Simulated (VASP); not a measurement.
Write the native input for VASP 6.6.1 that does the following.

- Task: single point
- Functional: r2SCAN
- Potentials or basis: VASP PAW PBE potentials, release 64 (Mg, O)
- Cutoff: 520 eV
- k mesh: 12 × 12 × 12
- Occupations: gaussian, width 0.05 eV
- Spin: no spin polarisation
- Dipole correction: no
- Further INCAR settings: ALGO = Normal; EDIFF = 1e-06; NBANDS = 14

Crystal: MgO2.

```
Mg O
1.0
     1.55662    0.89871    3.38916
    -1.55662    0.89871    3.38916
     0.00000   -1.79743    3.38916
Mg O
1 2
Direct
  0.00000 0.00000 0.00000
  0.42879 0.42879 0.42879
  0.57121 0.57121 0.57121
```

This cell differs from its parent crystal: strain -0.030 along x and y, -0.030 along z.

One way to write it, as run:

POSCAR

```
MgO2
1.0
    1.5566181855      0.8987139284      3.3891595087
   -1.5566181855      0.8987139284      3.3891595087
    0.0000000000     -1.7974278569      3.3891595087
Mg O
1 2
Direct
    0.0000000000      0.0000000000      0.0000000000
    0.4287860000      0.4287860000      0.4287860000
    0.5712140000      0.5712140000      0.5712140000
```

INCAR.step1

```
SYSTEM = MgO2
ALGO = Normal
EDIFF = 1E-4
ENCUT = 520
GGA = PE
ISMEAR = 0
LASPH = .True.
LCHARG = .False.
LREAL = .False.
LWAVE = .True.
NBANDS = 14
NELM = 80
PREC = Accurate
SIGMA = 0.05
```

INCAR.step2

```
SYSTEM = MgO2
ALGO = Normal
EDIFF = 1E-6
ENCUT = 520
ISIF = 2
ISMEAR = 0
ISTART = 1
LASPH = .True.
LCHARG = .False.
LMIXTAU = .True.
LREAL = .False.
LWAVE = .False.
METAGGA = R2SCAN
NBANDS = 14
NELM = 80
PREC = Accurate
SIGMA = 0.05
```

KPOINTS

```
k-points
0
Gamma
  12 12 12
  0 0 0
```

Potentials or basis: VASP PAW PBE potentials, release 64 (Mg, O).

The run is started by

```sh
$ cat potpaw_PBE.64/Mg/POTCAR potpaw_PBE.64/O/POTCAR > POTCAR
$ cp INCAR.step1 INCAR
$ mpirun -np 1 vasp_std > vasp.out
$ cp INCAR.step2 INCAR
$ mpirun -np 1 vasp_std > vasp.out
```

It gave:

The pressure is 8.1 GPa and the largest force is 0.572 eV/Å. The band gap on the k mesh is 3.52 eV.

Caveat: the cell differs from its parent crystal (strain -0.030 along x and y, -0.030 along z); the cell stands under pressure; the PAW data sets were made with another functional, which shifts forces and pressure a little.

It took 8.5 min on 1 thread of Intel Xeon 8259CL (shared host), peak memory 0.23 GiB.
